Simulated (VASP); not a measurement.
# Al (Fm-3m) in VASP: further runs

Aim: see how the results for Al move with the level of theory and the settings. Levels: PBE, r2SCAN. Tasks: electric field gradients.

Everything below comes from runs of VASP 6.6.1. Logs are shortened: lines on timing, memory, paths and dates and some standing lists are left out, and cuts for length are marked.

### Step 1. The cell of the first run

The structure is cubic, space group Fm-3m (No. 225). Conventional cell: a = 4.101 Å, b = 4.101 Å, c = 4.101 Å, α = 90.00°, β = 90.00°, γ = 90.00°. Within 3.8 Å of Al (site symmetry m-3m) lie 12 Al at 2.90 Å.

### Step 2. Electric field gradients, PBE (volume scaled by 1.04)

INCAR reads:

```
SYSTEM = Al
ALGO     = Normal         ! electronic algorithm
EDIFF    = 1E-8           ! SCF threshold, eV
ENCUT    = 520            ! plane-wave cutoff, eV
GGA      = PE             ! functional
ISIF     = 2              ! what is computed and relaxed
ISMEAR   = -1             ! smearing method
LASPH    = .True.         ! aspherical terms in the spheres
LCHARG   = .False.        ! write CHGCAR
LEFG     = .True.       
LREAL    = .False.        ! projectors in reciprocal space
LWAVE    = .False.        ! write WAVECAR
NBANDS   = 8              ! bands
NELM     = 60             ! most SCF steps
PREC     = Accurate       ! precision mode
SIGMA    = 0.05           ! smearing width, eV
```

KPOINTS reads:

```
k-points
0
Gamma
  14 14 14
  0 0 0
```

POSCAR reads:

```
Al
1.0
    0.0000000000      2.0506143701      2.0506143701
    2.0506143701      0.0000000000      2.0506143701
    2.0506143701      2.0506143701      0.0000000000
Al
1
Direct
    0.0000000000      0.0000000000      0.0000000000
```

Potentials or basis: VASP PAW PBE potentials, release 64 (Al).

Launch:

```bash
$ cat potpaw_PBE.64/Al/POTCAR > POTCAR
$ mpirun -np 1 vasp_std > vasp.out
```

OUTCAR:

```text
SYSTEM = Al
   EDIFF = 1E-8
   ENCUT = 520
   GGA = PE
   ISIF = 2
   ISMEAR = -1
   LASPH = .True.
   LREAL = .False.
   NELM = 60
   PREC = Accurate

 ion  position               nearest neighbor table
   1  0.000  0.000  0.000-

  LATTYP: Found a face centered cubic cell.
 ALAT       =     4.1012287402

  Lattice vectors:

 A1 = (   0.0000000000,   2.0506143701,   2.0506143701)
 A2 = (   2.0506143701,   0.0000000000,   2.0506143701)
 A3 = (   2.0506143701,   2.0506143701,   0.0000000000)

Analysis of symmetry for initial positions (statically):
=====================================================================
 Subroutine PRICEL returns:
 Original cell was already a primitive cell.

 Routine SETGRP: Setting up the symmetry group for a
 face centered cubic supercell.

 Subroutine GETGRP returns: Found 48 space group operations
 (whereof 48 operations were pure point group operations)
 out of a pool of 48 trial point group operations.

The static configuration has the point symmetry O_h .

Analysis of symmetry for dynamics (positions and initial velocities):
=====================================================================
 Subroutine PRICEL returns:
 Original cell was already a primitive cell.

 Routine SETGRP: Setting up the symmetry group for a
 face centered cubic supercell.

 Subroutine GETGRP returns: Found 48 space group operations
 (whereof 48 operations were pure point group operations)
 out of a pool of 48 trial point group operations.

The dynamic configuration has the point symmetry O_h .

 Subroutine INISYM returns: Found 48 space group operations
 (whereof 48 operations are pure point group operations),
 and found     1 'primitive' translations

----------------------------------------------------------------------------------------

                                     Primitive cell

  volume of cell :      17.2457

  direct lattice vectors                    reciprocal lattice vectors
     0.000000000  2.050614370  2.050614370    -0.243829365  0.243829365  0.243829365
     2.050614370  0.000000000  2.050614370     0.243829365 -0.243829365  0.243829365
     2.050614370  2.050614370  0.000000000     0.243829365  0.243829365 -0.243829365

  length of vectors
     2.900006653  2.900006653  2.900006653     0.422324849  0.422324849  0.422324849

  position of ions in fractional coordinates (direct lattice)
     0.000000000  0.000000000  0.000000000

  ion indices of the primitive-cell ions
   primitive index   ion index
                 1           1

----------------------------------------------------------------------------------------

 KPOINTS: k-points

Automatic generation of k-mesh.
 Grid dimensions read from file:
 generate k-points for:   14   14   14

 Generating k-lattice:

  Cartesian coordinates                     Fractional coordinates (reciprocal lattice)
    -0.017416383  0.017416383  0.017416383     0.071428571  0.000000000  0.000000000
     0.017416383 -0.017416383  0.017416383     0.000000000  0.071428571  0.000000000
     0.017416383  0.017416383 -0.017416383     0.000000000  0.000000000  0.071428571

  Length of vectors
     0.030166061  0.030166061  0.030166061

  Shift w.r.t. Gamma in fractional coordinates (k-lattice)
     0.000000000  0.000000000  0.000000000

 Subroutine IBZKPT returns following result:
 ===========================================

 Found    104 irreducible k-points:

 Following reciprocal coordinates:
            Coordinates               Weight
  0.000000  0.000000  0.000000      1.000000
  0.071429  0.000000  0.000000      8.000000
  0.142857  0.000000  0.000000      8.000000
  0.214286  0.000000  0.000000      8.000000
  0.285714  0.000000  0.000000      8.000000
  0.357143  0.000000  0.000000      8.000000
[... 16 lines left out ...]
  0.214286  0.142857  0.000000     24.000000
  0.285714  0.142857  0.000000     24.000000
 [... further k-points ...]
   k-points           NKPTS =    104   k-points in BZ     NKDIM =    104   number of bands    NBANDS=      8
   number of dos      NEDOS =    301   number of ions     NIONS =      1
   total plane-waves  NPLWV =  13824
   dimension x,y,z NGX =    24 NGY =   24 NGZ =   24
   dimension x,y,z NGXF=    48 NGYF=   48 NGZF=   48
   ions per type =               1
   NGX,Y,Z   is equivalent  to a cutoff of  13.76, 13.76, 13.76 a.u.
   NGXF,Y,Z  is equivalent  to a cutoff of  27.52, 27.52, 27.52 a.u.
 SYSTEM =  Al
   PREC   = accura    normal or accurate (medium, high low for compatibility)
   ISTART =      0    job   : 0-new  1-cont  2-samecut
   ICHARG =      2    charge: 1-file 2-atom 10-const
   ISPIN  =      1    spin polarized calculation?
   LNONCOLLINEAR =      F non collinear calculations
   LSORBIT =      F    spin-orbit coupling
   LASPH  =      T    aspherical Exc in radial PAW
   ENCUT  =  520.0 eV  38.22 Ry    6.18 a.u.   5.39  5.39  5.39*2*pi/ulx,y,z
   NELM   =     60;   NELMIN=  2; NELMDL= -5     # of ELM steps
   EDIFF  = 0.1E-07   stopping-criterion for ELM
   LREAL  =      F    real-space projection
   EDIFFG = 0.1E-06   stopping-criterion for IOM
   NSW    =      0    number of steps for IOM
   IBRION =     -1    ionic relax: 0-MD 1-quasi-New 2-CG
   NFREE  =      0    steps in history (QN), initial steepest desc. (CG)
   ISIF   =      2    stress and relaxation
   ISYM   =      2    0-nonsym 1-usesym 2-fastsym
   POTIM  = 0.5000    time-step for ionic-motion
   TEBEG  =    0.0;   TEEND  =   0.0 temperature during run
   PSTRESS=    0.0 pullay stress
   NELECT =       3.0000    total number of electrons
   NUPDOWN=      -1.0000    fix difference up-down
   EMIN   =  10.00;   EMAX   =-10.00  energy-range for DOS
   EFERMI =   0.00;   METHOD = LEGACY
   ISMEAR =    -1;   SIGMA  =   0.05  broadening in eV -4-tet -1-fermi 0-gaus
   EFERMI_NEDOS =   21; number of points for ismear=-14 and -15
   IALGO  =     38    algorithm
   IMIX   =      4    mixing-type and parameters
     AMIX     =   0.40;   BMIX     =  1.00
     AMIX_MAG =   1.60;   BMIX_MAG =  1.00
  volume/ion in A,a.u.               =      17.25       116.38
  Fermi-wavevector in a.u.,A,eV,Ry     =   0.913877  1.726978 11.363203  0.835172
  Thomas-Fermi vector in A             =   2.038440
   LORBIT       =      0    0 simple, 1 ext, 2 COOP (PROOUT), +10 PAW based schemes
   GGA     = PE    functional components
   LHFCALC =     F    Hartree Fock is set to
   AEXX    =    0.0000 exact exchange contribution
   IVDW    =     0    specifies the selected vdW correction
   LEPSILON=     F    determine dielectric tensor
   LRPA    =     F    only Hartree local field effects (RPA)
 non-spin polarized calculation
  energy-cutoff  :      520.00
  volume of cell :       17.25
 maximum number of plane-waves:       483
 NGX is ok and might be reduce to    24
   NGX = 11   NGY = 11   NGZ = 11

 number of electron       3.0000000 magnetization

 Free energy of the ion-electron system (eV)
  ---------------------------------------------------
  ext. energy  EPLUGINS =         0.00000000
  ---------------------------------------------------
  free energy    TOTEN  =        -3.73157251 eV

  energy without entropy =       -3.72680071  energy(sigma->0) =       -3.72918661

 E-fermi :   7.5239     XC(G=0): -10.0381

 val. band max:        7.4676135139   @ k =  -0.2857   0.5000   0.2143
 cond. band min:       7.5437850921   @ k =  -0.3571   0.4286   0.2143
 fundamental gap:      0.0761715782
 Fermi energy:         7.5239215017

 k-point     1 :       0.0000    0.0000    0.0000
  band No.  band energies     occupation
      1      -3.2863      2.00000
      2      19.9231      0.00000
      3      19.9231      0.00000
      4      19.9231      0.00000
      5      21.0865      0.00000
      6      21.0865      0.00000
      7      21.0865      0.00000
      8      23.6956      0.00000

 k-point     2 :       0.0714    0.0000    0.0000
  band No.  band energies     occupation
      1      -3.1516      2.00000
      2      17.7654      0.00000
      3      19.4083      0.00000
      4      19.4083      0.00000
      5      21.8046      0.00000
      6      21.8046      0.00000
      7      21.8197      0.00000
      8      25.0250      0.00000

 k-point     3 :       0.1429    0.0000    0.0000
  band No.  band energies     occupation
      1      -2.7483      2.00000
      2      14.9467      0.00000
      3      18.7562      0.00000
      4      18.7562      0.00000
      5      21.7695      0.00000
      6      22.9075      0.00000
      7      22.9075      0.00000
      8      24.5527      0.00000

 k-point     4 :       0.2143    0.0000    0.0000
  band No.  band energies     occupation
      1      -2.0787      2.00000
      2      12.2061      0.00000
      3      18.2870      0.00000
      4      18.2870      0.00000
      5      21.5637      0.00000
      6      22.4974      0.00000
      7      22.4974      0.00000
      8      25.1046      0.00000

 k-point     5 :       0.2857    0.0000    0.0000
  band No.  band energies     occupation
      1      -1.1462      2.00000
      2       9.6326      0.00000
      3      18.0345      0.00000
      4      18.0345      0.00000
      5      21.2839      0.00000
      6      21.2839      0.00000
      7      21.4503      0.00000
      8      25.1805      0.00000
[... 177 lines left out ...]
 k-point    22 :       0.1429    0.1429    0.0000
  band No.  band energies     occupation
      1      -2.5694      2.00000
      2      16.7798      0.00000
      3      16.7798      0.00000
      4      17.1213      0.00000
      5      19.6758      0.00000
      6      20.9441      0.00000
      7      25.2234      0.00000
      8      25.2234      0.00000

 k-point    23 :       0.2143    0.1429    0.0000
  band No.  band energies     occupation
      1      -2.0786      2.00000
      2      14.3436      0.00000
      3      16.1313      0.00000
      4      17.4079      0.00000
      5      19.0764      0.00000
      6      20.0430      0.00000
      7      25.7393      0.00000
      8      26.0347      0.00000

 k-point    24 :       0.2857    0.1429    0.0000
  band No.  band energies     occupation
      1      -1.3233      2.00000
      2      11.7234      0.00000
      3      15.7131      0.00000
      4      17.2888      0.00000
      5      17.5891      0.00000
      6      21.3564      0.00000
      7      25.2248      0.00000
      8      25.7498      0.00000

 [... further k-points ...]

------------------------ aborting loop because EDIFF is reached ----------------------------------------

  FORCE on cell =-STRESS in cart. coord.  units (eV):
  Direction    XX          YY          ZZ          XY          YZ          ZX
  --------------------------------------------------------------------------------------
  -------------------------------------------------------------------------------------
  Total       -0.3554200     -0.3554200     -0.3554200      0.0000000      0.0000000     -0.0000000
  in kB      -33.0194983    -33.0194983    -33.0194983      0.0000000      0.0000000     -0.0000000
  external PRESSURE =     -33.0194983 kB  Pullay stress =       0.0000000 kB

 VOLUME and BASIS-vectors are now :
 -----------------------------------------------------------------------------
  energy-cutoff  :      520.00
  volume of cell :       17.25
      direct lattice vectors                 reciprocal lattice vectors
     0.000000000  2.050614370  2.050614370    -0.243829365  0.243829365  0.243829365
     2.050614370  0.000000000  2.050614370     0.243829365 -0.243829365  0.243829365
     2.050614370  2.050614370  0.000000000     0.243829365  0.243829365 -0.243829365

 POSITION                                       TOTAL-FORCE (eV/Angst)
 -----------------------------------------------------------------------------------
      0.00000      0.00000      0.00000        -0.000000     -0.000000      0.000000
 -----------------------------------------------------------------------------------
    total drift:                               -0.000000     -0.000000      0.000000

  FREE ENERGIE OF THE ION-ELECTRON SYSTEM (eV)
  ---------------------------------------------------
  free  energy   TOTEN  =        -3.7315725066 eV

  energy  without entropy=       -3.7268007095  energy(sigma->0) =       -3.72918661

 Electric field gradients (V/A^2)
---------------------------------------------------------------------
 ion       V_xx      V_yy      V_zz      V_xy      V_xz      V_yz
---------------------------------------------------------------------
   1      -0.000    -0.000    -0.000     0.000     0.000     0.000
---------------------------------------------------------------------

 Electric field gradients after diagonalization (V/A^2)
 (convention: |V_zz| > |V_xx| > |V_yy|)
----------------------------------------------------------------------
 ion       V_xx      V_yy      V_zz     asymmetry (V_yy - V_xx)/ V_zz
----------------------------------------------------------------------
   1      -0.000    -0.000     0.000       0.000
----------------------------------------------------------------------

           NMR quadrupolar parameters

 Cq : quadrupolar parameter    Cq=e*Q*V_zz/h
 eta: asymmetry parameters     (V_yy - V_xx)/ V_zz
 Q  : nuclear electric quadrupole moment in mb (millibarn)
----------------------------------------------------------------------
 ion       Cq(MHz)       eta       Q (mb)
----------------------------------------------------------------------
   1       0.000       0.000       1.000
----------------------------------------------------------------------
```

Run time: 8.5 s. Hardware: 1 thread of Intel Xeon Platinum 8488C (Sapphire Rapids), shared host; peak memory 0.13 GiB.

What came out:

```yaml
Free_energy: -3.7316 eV
Pressure: -3.3 GPa
```

Caveat: without QUAD_EFG the Cq values of the log hold for a quadrupole moment of 1 mb, not for the nuclei.

(Continued in part 2 of 2.)
